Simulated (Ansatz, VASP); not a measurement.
**B: VASP beside Ansatz**

The input INCAR:

```
ALGO = Normal
EDIFF = 1E-7
EDIFFG = -0.005
ENCUT = 500
GGA = PS
GGA_COMPAT = False
IBRION = 2
ISIF = 3
ISMEAR = -1
LASPH = True
LCHARG = False
LREAL = False
LWAVE = False
NELM = 120
NELMIN = 4
NSW = 60
PREC = Accurate
SIGMA = 0.1
```

File KPOINTS:

```
k-points
0
Gamma
  23 23 23
```

Contents of POSCAR:

```
B
1.0
    0.0000000000      1.4812480342      1.4812480342
    1.4812480342      0.0000000000      1.4812480342
    1.4812480342      1.4812480342      0.0000000000
B
1
Direct
    0.0000000000      0.0000000000      0.0000000000
```

Input for Ansatz:

```yaml
crystal:
  lattice:
    - [0.0, 1.4812480342, 1.4812480342]
    - [1.4812480342, 0.0, 1.4812480342]
    - [1.4812480342, 1.4812480342, 0.0]
  atoms:
    - { symbol: B, position: [0.0, 0.0, 0.0] }
kpoints:
  mp_grid: { grid: [23, 23, 23] }
scf:
  occupations: { method: fermi_dirac, width: 0.1 }
hamiltonian:
  xc: pbesol
  pseudopotentials: { kind: paw }
output:
  forces: true
  stress: true
  write_density: true
  write_potential: true
  elf: true
  volumetric_format: npy
relax:
  f_tol: 0.005
  max_steps: 40
  cell: {}
```

Alike in both runs: task relaxation of cell and atoms; functional PBEsol; k mesh 23 × 23 × 23; occupations fermi-dirac, width 0.1 eV; no spin polarisation.

|  | VASP | Ansatz |
| --- | --- | --- |
| version | VASP 6.6.1 | Ansatz 0.2.0 |
| potentials or method | VASP PAW PBE potentials, release 64 (B) | PAW with Ansatz's default frozen-core files, scalar-relativistic |
| plane-wave cutoff (eV) | 500 | 420 |
| valence electrons in the cell | 3 | 3 |

|  | VASP | Ansatz | Ansatz less VASP |
| --- | --- | --- | --- |
| relaxed volume (Å³/atom) | 5.83 | 5.83 | -0.006 |
| relaxed cell length with the largest relative difference (Å) | 2.020 | 2.020 | -0.0007 |

VASP's potentials were made for PBE, not for PBEsol.
